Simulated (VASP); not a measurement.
Input of a VASP 6.6.1 run:

File INCAR:

```
SYSTEM = LiH
ALGO = Normal ; EDIFF = 1E-7
ENCUT = 520 ; GGA = PE
ISIF = 2 ; ISMEAR = 0
LASPH = .True. ; LCHARG = .True.
LELF = .True. ; LREAL = .False.
LVHAR = .True. ; LWAVE = .False.
NBANDS = 9 ; NELM = 80
PREC = Accurate ; SIGMA = 0.05
```

KPOINTS

```
k-points
0
Gamma
  10 10 10
  0 0 0
```

File POSCAR:

```
LiH
1.0
    0.0000000000      2.0325000000      1.9512000000
    2.0325000000      0.0000000000      1.9512000000
    2.0325000000      2.0325000000      0.0000000000
Li H
1 1
Direct
    0.0000000000      0.0000000000      0.0000000000
    0.5000000000      0.5000000000      0.5000000000
```

Potentials or basis: VASP PAW PBE potentials, release 64 (Li_sv, H).

Launch:

```console
$ cat potpaw_PBE.64/Li_sv/POTCAR potpaw_PBE.64/H/POTCAR > POTCAR
$ mpirun -np 1 vasp_std > vasp.out
```

(1) What does it give for the band gap on the k mesh?

Results:

(1) 2.60 eV, indirect (least direct gap 2.90 eV).

Caveat: the cell differs from its parent crystal (strain +0.000 along x and y, -0.040 along z).
